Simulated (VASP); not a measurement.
Wanted: the native input for a VASP 6.6.1 run.

```
Task                   : single point
Functional             : PBE
Potentials or basis    : VASP PAW PBE potentials, release 64 (Be, S)
Cutoff                 : 520 eV
k mesh                 : 10 × 10 × 10
Occupations            : fermi-dirac, width 0.02 eV
Spin                   : no spin polarisation
Dipole correction      : no
Further INCAR settings : ALGO = Normal; EDIFF = 1e-07; NBANDS = 11
```

The structure of BeS lies in POSCAR:

```
BeS
1.0
    0.0000000000      2.2246053091      2.2246053091
    2.2246053091      0.0000000000      2.2246053091
    2.2246053091      2.2246053091      0.0000000000
Be S
1 1
Direct
    0.0000000000      0.0000000000      0.0000000000
    0.5000000000      0.5000000000      0.5000000000
```

This cell differs from its parent crystal: strain -4.0%.

One way to write it, as run:

INCAR

```
SYSTEM = BeS
PREC     = Accurate       ! precision mode
ENCUT    = 520            ! plane-wave cutoff, eV
EDIFF    = 1E-7           ! SCF threshold, eV
ISMEAR   = -1             ! smearing method
SIGMA    = 0.02           ! smearing width, eV
LREAL    = .FALSE.        ! projectors in reciprocal space
LASPH    = .TRUE.         ! aspherical terms in the spheres
NELM     = 60             ! most SCF steps
ALGO     = Normal         ! electronic algorithm
ISIF     = 2              ! what is computed and relaxed
LWAVE    = .FALSE.        ! write WAVECAR
LCHARG   = .FALSE.        ! write CHGCAR
GGA      = PE             ! functional
NBANDS   = 11             ! bands
```

KPOINTS

```
Automatic mesh
0
G
  10 10 10
  0 0 0
```

Potentials or basis: VASP PAW PBE potentials, release 64 (Be, S).

Command:

```console
$ cat potpaw_PBE.64/Be/POTCAR potpaw_PBE.64/S/POTCAR > POTCAR
$ mpirun -np 1 vasp_std > vasp.out
```

Results of the run:

The pressure is 16.0 GPa and the band gap on the k mesh is 1.09 eV, indirect (least direct gap 4.31 eV).

Caveat: the cell differs from its parent crystal (strain -4.0%).

Wall time 7 s on 1 thread of Intel(R) Xeon(R) Platinum 8488C (Sapphire Rapids) (shared host), peak memory 0.13 GiB.
